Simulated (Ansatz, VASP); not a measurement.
## One calculation of O, two programs

INCAR

```
SYSTEM = O
ALGO     = Normal         ! electronic algorithm
EDIFF    = 1E-7           ! SCF threshold, eV
ENCUT    = 520            ! plane-wave cutoff, eV
GGA      = PE             ! functional
ISIF     = 2              ! what is computed and relaxed
ISMEAR   = -1             ! smearing method
LASPH    = .True.         ! aspherical terms in the spheres
LCHARG   = .False.        ! write CHGCAR
LREAL    = .False.        ! projectors in reciprocal space
LWAVE    = .False.        ! write WAVECAR
NBANDS   = 13             ! bands
NELM     = 80             ! most SCF steps
PREC     = Accurate       ! precision mode
SIGMA    = 0.05           ! smearing width, eV
```

KPOINTS

```
k-points
0
Gamma
  10 10 7
  0 0 0
```

Contents of POSCAR:

```
O
1.0
    2.8889256149     -1.6842923427      0.0000000000
    2.8889256149      1.6842923427      0.0000000000
   -2.4260014827      0.0000000000      3.6950431885
O
2
Direct
    0.9745461700      0.9745461700      0.8444259800
    0.0254538300      0.0254538300      0.1555740200
```

input.yaml

```yaml
crystal:
  lattice:
    - [2.8889256149, -1.6842923427, 0.0]
    - [2.8889256149, 1.6842923427, 0.0]
    - [-2.4260014827, 0.0, 3.6950431885]
  atoms:
    - { symbol: O, position: [0.97454617, 0.97454617, 0.84442598] }
    - { symbol: O, position: [0.02545383, 0.02545383, 0.15557402] }
hamiltonian:
  xc: pbe
  pseudopotentials: { kind: paw }
kpoints:
  mp_grid: { grid: [10, 10, 7] }
scf:
  occupations: { method: fermi_dirac, width: 0.05 }
output:
  forces: true
  stress: true
  eigenvalues: true
```

Change from the starting cell: volume scaled by 1.04.

Alike in both runs: task single point; functional PBE; k mesh 10 × 10 × 7; occupations fermi-dirac, width 0.05 eV; no spin polarisation.

|  | VASP | Ansatz |
| --- | --- | --- |
| version | VASP 6.6.1 | Ansatz 0.2.0 |
| potentials or method | VASP PAW PBE potentials, release 64 (O) | Ansatz PAW |
| plane-wave cutoff (eV) | 520 | 420 |
| valence electrons in the cell | 12 | 12 |

VASP gave:

- gap on the k mesh at the Fermi level (eV): none
- pressure (GPa): -2.3
- traceless stress, the component that is largest in VASP (GPa): 2.01
- rms of the force components (eV/Å): 0.201

Question: Which values does Ansatz return?

Answer: gap on the k mesh at the Fermi level (eV): none; pressure (GPa): -3.8; traceless stress, the component that is largest in VASP (GPa): 3.05; rms of the force components (eV/Å): 0.740.

Atom by atom the forces differ by 0.554 eV/Å (rms over components). A gap of «none» marks a metal or a gap that the smearing closes. One of these differences is far larger than is usual between the two programs; its cause wasn't traced.

Noted on VASP's run: the standard files for N, O and F lose accuracy on very short bonds; spin is off for a triplet molecule. Noted on Ansatz's run: spin is off for a triplet molecule.
